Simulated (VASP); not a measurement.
**TePb: single point with PBEsol**

Crystal: TePb.

```
CELL_PARAMETERS angstrom
0.00000 3.16504 3.16504
3.16504 0.00000 3.16504
3.16504 3.16504 0.00000
ATOMIC_POSITIONS crystal
Pb 0.00000 0.00000 0.00000
Te 0.50000 0.50000 0.50000
```

```json
{
  "Program": "VASP 6.6.1",
  "Task": "single point",
  "Functional": "PBEsol",
  "Potentials or basis": "VASP PAW PBE potentials, release 64 (Pb_d, Te)",
  "Cutoff": "520 eV",
  "k mesh": "7 × 7 × 7",
  "Occupations": "fermi-dirac, width 0.05 eV",
  "Spin": "no spin polarisation",
  "Dipole correction": "no",
  "Further INCAR settings": "ALGO = Normal; EDIFF = 1e-07; NBANDS = 17"
}
```

```
Pressure : 2.6 GPa
```

Levels at points of the mesh, in eV from the Fermi level:
```tsv
k point	band 6	band 7	band 8	band 9	band 10	band 11	band 12	band 13	band 14	band 15
(0.00, 0.00, 0.00)	-12.89	-5.77	-1.90	-1.90	-1.90	3.80	3.80	3.80	5.29	5.29
```

It took 10 s on 1 thread of Intel(R) Xeon(R) 6975P-C (Granite Rapids), with other jobs on the host, peak memory 0.2 GiB.

Caveat: this odd mesh misses L, where the gap lies, so gap, dielectric constants and Born charges aren't listed; the PAW data sets were made with another functional, which shifts forces and pressure a little; spin-orbit coupling is left out, which moves the levels of the heavy elements.
